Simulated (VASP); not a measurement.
Set up this calculation in VASP 6.6.1, as the native input.

```
Task                   : relaxation of cell and atoms
Functional             : PBE
Potentials or basis    : VASP PAW PBE potentials, release 64 (Na_pv, Tm_3, I), 4f in core
Cutoff                 : 500 eV
k mesh                 : 4 × 4 × 2
Occupations            : gaussian, width 0.1 eV
Spin                   : no spin polarisation
Dipole correction      : no
Mended                 : yes
Further INCAR settings : ALGO = Normal; EDIFF = 1e-07; IBRION = 2; EDIFFG = -0.04; NSW = 90; ISIF = 3
```

The structure of NaTmI4 lies in POSCAR:

```
NaTmI4
1.0
    3.7824702500      0.0000000000      0.0000000000
    0.0000000000      3.7824702500      0.0000000000
    0.0000000000      0.0000000000     14.2535256600
Na Tm I
1 1 4
Direct
    0.0000000000      0.0000000000      0.5000000000
    0.0000000000      0.0000000000      0.0000000000
    0.5000000000      0.5000000000      0.3645260000
    0.5000000000      0.5000000000      0.8643389900
    0.5000000000      0.5000000000      0.1356610100
    0.5000000000      0.5000000000      0.6354740000
```

The cell was built from a structure type or drawn by symmetry, and may not be a known phase.

The input as run:

INCAR

```
  PREC = Accurate
  ENCUT = 500
  EDIFF = 1E-7
  ISMEAR = 0
  SIGMA = 0.1
  LREAL = False
  LASPH = True
  NELM = 200
  ALGO = Normal
  ISIF = 3
  LWAVE = False
  LCHARG = False
  GGA = PE
  IBRION = 2
  NSW = 90
  EDIFFG = -0.04
  GGA_COMPAT = False
  NELMIN = 4
  LMAXMIX = 6
```

KPOINTS

```
regular mesh
0
Gamma
  4 4 2
```

Potentials or basis: VASP PAW PBE potentials, release 64 (Na_pv, Tm_3, I), 4f in core.

The run is started by

```sh
$ cat potpaw_PBE.64/Na_pv/POTCAR potpaw_PBE.64/Tm_3/POTCAR potpaw_PBE.64/I/POTCAR > POTCAR
$ mpirun -np 1 vasp_std > vasp.out
```

It gave:

* Relaxed volume: 38.35 Å³/atom
* Relaxed cell: a = 3.751 Å, b = 3.751 Å, c = 16.355 Å, α = 90.00°, β = 90.00°, γ = 90.00°
* Space group after relaxing (to 0.1 Å): P4/mmm (No. 123)
* Energy gained by relaxing: 130.2 meV/atom
* Ionic steps: 13
* Pressure after relaxing: 0.1 GPa
* Largest force after relaxing: 0.030 eV/Å
* Band gap on the k mesh: zero (bands 22 and 23 overlap by 0.30 eV)

Caveat: the k points lie up to 0.42 Å⁻¹ apart in the final cell; spin-orbit coupling is left out, which moves the levels of the heavy elements; the 4f electrons are frozen in the core, so they carry no moment and show no levels; the run has no spin polarisation, though such a crystal can be magnetic.

It took 6.8 min on 1 thread of Intel(R) Xeon(R) 6975P-C (Granite Rapids) (shared host), peak memory 0.32 GiB.
